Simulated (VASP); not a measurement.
# In5GaAs6 (P-4m2) in VASP: a series of runs, part 2 of 2

VASP 6.6.1. Earlier steps stand in the parts before.

## 4. Relaxation of cell and atoms, PBE

This run uses another cell than the first one, of 24.11 Å³/atom, 0.838 times its volume.

Contents of INCAR:

```
SYSTEM = In5GaAs6
  PREC = Accurate
  ENCUT = 600
  EDIFF = 1E-7
  ISMEAR = 0
  SIGMA = 0.1
  LREAL = .False.
  LASPH = .True.
  NELM = 100
  ALGO = Normal
  ISIF = 3
  LWAVE = .False.
  LCHARG = .False.
  GGA = PE
  IBRION = 2
  NSW = 90
  EDIFFG = -0.04
```

Contents of KPOINTS:

```
regular mesh
0
Gamma
  4 4 1
  0 0 0
```

Contents of POSCAR:

```
In5GaAs6
1.0
    4.0854681200      0.0000000000      0.0000000000
    0.0000000000      4.0854681200      0.0000000000
    0.0000000000      0.0000000000     17.3331732800
In Ga As
5 1 6
Direct
    0.5000000000      0.5000000000      0.1666666700
    0.0000000000      0.0000000000      0.3333333300
    0.5000000000      0.5000000000      0.5000000000
    0.0000000000      0.0000000000      0.6666666700
    0.5000000000      0.5000000000      0.8333333300
    0.0000000000      0.0000000000      0.0000000000
    0.5000000000      0.0000000000      0.2500000000
    0.0000000000      0.5000000000      0.4166666700
    0.5000000000      0.0000000000      0.5833333300
    0.0000000000      0.5000000000      0.7500000000
    0.5000000000      0.0000000000      0.9166666700
    0.0000000000      0.5000000000      0.0833333300
```

Potentials or basis: VASP PAW PBE potentials, release 64 (In_d, Ga_d, As).

The run is started by

```sh
$ cat potpaw_PBE.64/In_d/POTCAR potpaw_PBE.64/Ga_d/POTCAR potpaw_PBE.64/As/POTCAR > POTCAR
$ mpirun -np 1 vasp_std > vasp.out
```

OUTCAR:

```text
SYSTEM = In5GaAs6
   PREC = Accurate
   ENCUT = 600
   EDIFF = 1E-7
   ISMEAR = 0
   LREAL = .False.
   LASPH = .True.
   NELM = 100
   ISIF = 3
   GGA = PE
   IBRION = 2
   NSW = 90
   EDIFFG = -0.04

 ion  position               nearest neighbor table
   1  0.500  0.500  0.167-   7 2.50   7 2.50  12 2.50  12 2.50
   2  0.000  0.000  0.333-   7 2.50   7 2.50   8 2.50   8 2.50
   3  0.500  0.500  0.500-   8 2.50   9 2.50   9 2.50   8 2.50
   4  0.000  0.000  0.667-  10 2.50  10 2.50   9 2.50   9 2.50
   5  0.500  0.500  0.833-  10 2.50  10 2.50  11 2.50  11 2.50
   6  0.000  0.000  0.000-  11 2.50  12 2.50  12 2.50  11 2.50
   7  0.500  0.000  0.250-   1 2.50   2 2.50   1 2.50   2 2.50
   8  0.000  0.500  0.417-   3 2.50   3 2.50   2 2.50   2 2.50
   9  0.500  0.000  0.583-   3 2.50   3 2.50   4 2.50   4 2.50
  10  0.000  0.500  0.750-   4 2.50   5 2.50   4 2.50   5 2.50
  11  0.500  0.000  0.917-   6 2.50   6 2.50   5 2.50   5 2.50
  12  0.000  0.500  0.083-   6 2.50   6 2.50   1 2.50   1 2.50

  LATTYP: Found a simple tetragonal cell.
 ALAT       =     4.0854681200
 C/A-ratio  =     4.2426406891

  Lattice vectors:

 A1 = (   4.0854681200,   0.0000000000,   0.0000000000)
 A2 = (   0.0000000000,   4.0854681200,   0.0000000000)
 A3 = (   0.0000000000,   0.0000000000,  17.3331732800)

Analysis of symmetry for initial positions (statically):
=====================================================================
 Subroutine PRICEL returns:
 Original cell was already a primitive cell.

 Routine SETGRP: Setting up the symmetry group for a
 simple tetragonal supercell.

 Subroutine GETGRP returns: Found  8 space group operations
 (whereof  8 operations were pure point group operations)
 out of a pool of 16 trial point group operations.

The static configuration has the point symmetry D_2d.

Analysis of symmetry for dynamics (positions and initial velocities):
=====================================================================
 Subroutine PRICEL returns:
 Original cell was already a primitive cell.

 Routine SETGRP: Setting up the symmetry group for a
 simple tetragonal supercell.

 Subroutine GETGRP returns: Found  8 space group operations
 (whereof  8 operations were pure point group operations)
 out of a pool of 16 trial point group operations.

The dynamic configuration has the point symmetry D_2d.

 Subroutine INISYM returns: Found  8 space group operations
 (whereof  8 operations are pure point group operations),
[... 121 lines left out ...]
   LORBIT       =      0    0 simple, 1 ext, 2 COOP (PROOUT), +10 PAW based schemes
   GGA     = PE    functional components
   LHFCALC =     F    Hartree Fock is set to
   AEXX    =    0.0000 exact exchange contribution
   IVDW    =     0    specifies the selected vdW correction
   LEPSILON=     F    determine dielectric tensor
   LRPA    =     F    only Hartree local field effects (RPA)
 conjugate gradient relaxation of ions
 non-spin polarized calculation
 Gauss-broadening in eV      SIGMA  =   0.10
  energy-cutoff  :      600.00
  volume of cell :      289.31
 maximum number of plane-waves:      9705
 NGX is ok and might be reduce to    36
   NGX = 17   NGY = 17   NGZ = 69

--------------------------------------- Ionic step        1  -------------------------------------------

 number of electron     107.9999998 magnetization

 Free energy of the ion-electron system (eV)
  ---------------------------------------------------
  ext. energy  EPLUGINS =         0.00000000
  ---------------------------------------------------
  free energy    TOTEN  =       -44.23068170 eV

  energy without entropy =      -44.23048612  energy(sigma->0) =      -44.23058391

 E-fermi :   5.8038     XC(G=0):  -9.6315

 val. band max:        5.5913382970   @ k =   0.0000   0.0000   0.0000
 cond. band min:       5.9944531904   @ k =   0.0000   0.0000   0.0000
 fundamental gap:      0.4031148934
 Fermi energy:         5.8037633440

 k-point     1 :       0.0000    0.0000    0.0000
  band No.  band energies     occupation
      1      -9.4375      2.00000
      2      -9.3843      2.00000
      3      -9.3679      2.00000
      4      -9.2815      2.00000
      5      -9.2799      2.00000
      6      -9.2799      2.00000
[... 522 lines left out ...]
  FREE ENERGIE OF THE ION-ELECTRON SYSTEM (eV)
  ---------------------------------------------------
  free  energy   TOTEN  =       -46.3816856391 eV

  energy  without entropy=      -46.3720272476  energy(sigma->0) =      -46.37685644

[... ionic steps 4 to 11 ...]

--------------------------------------- Ionic step       12  -------------------------------------------

 number of electron     107.9999980 magnetization

------------------------ aborting loop because EDIFF is reached ----------------------------------------
[... 87 lines left out ...]
--------------------------------------- Ionic step       14  -------------------------------------------

 number of electron     107.9999980 magnetization

 Free energy of the ion-electron system (eV)
  ---------------------------------------------------
  ext. energy  EPLUGINS =         0.00000000
  ---------------------------------------------------
  free energy    TOTEN  =       -46.49164330 eV

  energy without entropy =      -46.48206497  energy(sigma->0) =      -46.48685413

 E-fermi :   3.7913     XC(G=0):  -8.8580

 val. band max:        3.7726639261   @ k =   0.0000   0.0000   0.0000
 cond. band min:       4.7364893533   @ k =   0.5000   0.0000   0.0000
 fundamental gap:      0.9638254272
 Fermi energy:         3.7913026806

 k-point     1 :       0.0000    0.0000    0.0000
  band No.  band energies     occupation
      1     -10.9951      2.00000
      2     -10.9639      2.00000
      3     -10.9639      2.00000
      4     -10.9469      2.00000
      5     -10.8936      2.00000
      6     -10.6459      2.00000
[... 430 lines left out ...]
  FREE ENERGIE OF THE ION-ELECTRON SYSTEM (eV)
  ---------------------------------------------------
  free  energy   TOTEN  =       -46.4916432956 eV

  energy  without entropy=      -46.4820649666  energy(sigma->0) =      -46.48685413

 reached required accuracy - stopping structural energy minimisation
```

OSZICAR:

```text
N       E                     dE             d eps       ncg     rms          rms(c)
DAV:   1     0.122365226563E+04    0.12237E+04   -0.52062E+04   816   0.225E+03
DAV:   2     0.171449288985E+03   -0.10522E+04   -0.10254E+04   768   0.611E+02
DAV:   3    -0.309791095616E+02   -0.20243E+03   -0.19562E+03   888   0.242E+02
[... 179 lines left out ...]
DAV:   5    -0.464916447725E+02    0.17448E-05   -0.86618E-06  1064   0.216E-02    0.156E-02
DAV:   6    -0.464916436067E+02    0.11659E-05   -0.28310E-06  1064   0.171E-02    0.522E-03
DAV:   7    -0.464916434321E+02    0.17458E-06   -0.10151E-06  1016   0.628E-03    0.262E-03
DAV:   8    -0.464916433099E+02    0.12214E-06   -0.14246E-07   544   0.399E-03    0.849E-04
DAV:   9    -0.464916432956E+02    0.14375E-07   -0.29821E-08   504   0.144E-03
  14 F= -.46491643E+02 E0= -.46486854E+02  d E =-.206607E-02
```

It took 21 min on 1 thread of Intel Xeon 6975P-C (Granite Rapids), shared host; peak memory 0.56 GiB.

What came out:

- Free energy: -46.4916 eV
- Relaxed volume: 28.75 Å³/atom
- Relaxed cell: a = 4.358 Å, b = 4.358 Å, c = 18.165 Å, α = 90.00°, β = 90.00°, γ = 90.00°
- Space group after relaxing (to 0.05 Å): P-4m2 (No. 115)
- Energy gained by relaxing: 188.4 meV/atom
- Ionic steps: 14
- Pressure after relaxing: 0.0 GPa
- Largest force after relaxing: 0.019 eV/Å

Forces on the atoms (eV/Å):
```
In   0.000  0.000  0.019
In   0.000  0.000 -0.004
In   0.000  0.000  0.000
In   0.000  0.000  0.004
In   0.000  0.000 -0.019
Ga   0.000  0.000  0.000
As   0.000  0.000 -0.015
As   0.000  0.000 -0.007
As   0.000  0.000  0.007
As   0.000  0.000  0.015
As   0.000  0.000 -0.009
As   0.000  0.000  0.009
```

Step by step:
| step | energy change (eV) | largest force (eV/Å) | pressure (GPa) | volume (Å³) |
| --- | --- | --- | --- | --- |
| 1 | 0.0000 | 1.6104 | 13.50 | 289.31 |
| 2 | -1.6764 | 0.2756 | -3.93 | 382.97 |
| 3 | -2.1510 | 0.5052 | -0.11 | 347.20 |
| 4 | -2.1505 | 0.4904 | -0.28 | 348.43 |
| 5 | -2.1796 | 0.3494 | -0.23 | 347.75 |
| 6 | -2.2197 | 0.2311 | -0.03 | 345.68 |
| 7 | -2.2323 | 0.1655 | 0.05 | 345.04 |
| 8 | -2.2412 | 0.1638 | 0.21 | 343.88 |
| 9 | -2.2492 | 0.1372 | -0.06 | 345.64 |
| 10 | -2.2514 | 0.1129 | -0.31 | 347.29 |
| 11 | -2.2579 | 0.1052 | -0.08 | 345.62 |
| 12 | -2.2589 | 0.1038 | 0.04 | 344.75 |
| 13 | -2.2606 | 0.0494 | 0.02 | 344.86 |
| 14 | -2.2610 | 0.0187 | 0.01 | 344.95 |

Final structure:
```yaml
crystal:
  lattice:
    - [4.35773, 0.00000, 0.00000]
    - [0.00000, 4.35773, 0.00000]
    - [0.00000, 0.00000, 18.16530]
  atoms:
    - { symbol: In, position: [0.50000, 0.50000, 0.15885] }
    - { symbol: In, position: [0.00000, 0.00000, 0.32953] }
    - { symbol: In, position: [0.50000, 0.50000, 0.50000] }
    - { symbol: In, position: [0.00000, 0.00000, 0.67047] }
    - { symbol: In, position: [0.50000, 0.50000, 0.84115] }
    - { symbol: Ga, position: [0.00000, 0.00000, 0.00000] }
    - { symbol: As, position: [0.50000, 0.00000, 0.24426] }
    - { symbol: As, position: [0.00000, 0.50000, 0.41480] }
    - { symbol: As, position: [0.50000, 0.00000, 0.58520] }
    - { symbol: As, position: [0.00000, 0.50000, 0.75574] }
    - { symbol: As, position: [0.50000, 0.00000, 0.92685] }
    - { symbol: As, position: [0.00000, 0.50000, 0.07315] }
```

Caveat: the k points lie up to 0.36 Å⁻¹ apart in the final cell; the volume moved by over 15 % at a fixed basis, so the end points are rough; spin-orbit coupling is left out, which moves the levels of the heavy elements.

## 5. Overview

```csv
task,cell,cutoff (eV),pressure (GPa),largest force (eV/Å)
single point,"a = 4.359, b = 4.359, c = 18.162 Å, 12 atoms",520,0.0,0.02
single point,"a = 4.085, b = 4.085, c = 17.333 Å, 12 atoms",520,13.5,1.61
relaxation of cell and atoms,"relaxed from a = 4.085, b = 4.085, c = 17.333 Å, 12 atoms",600,0.0,0.02
```

Alike in all rows: level PBE; potentials or basis VASP PAW PBE potentials, release 64 (In_d, Ga_d, As); no spin polarisation; k mesh 4 × 4 × 1; smearing gaussian 0.1 eV.

Caveats: some runs use coarse meshes; spin-orbit coupling is left out, which moves the levels of the heavy elements; forces of over 1 eV/Å act on the atoms, so gaps and moduli don't describe the material at rest (some runs); the volume moved by over 15 % at a fixed basis, so the end points are rough (some runs).

Total energies depend on the potentials used, so only differences within one code and one set of settings carry meaning.
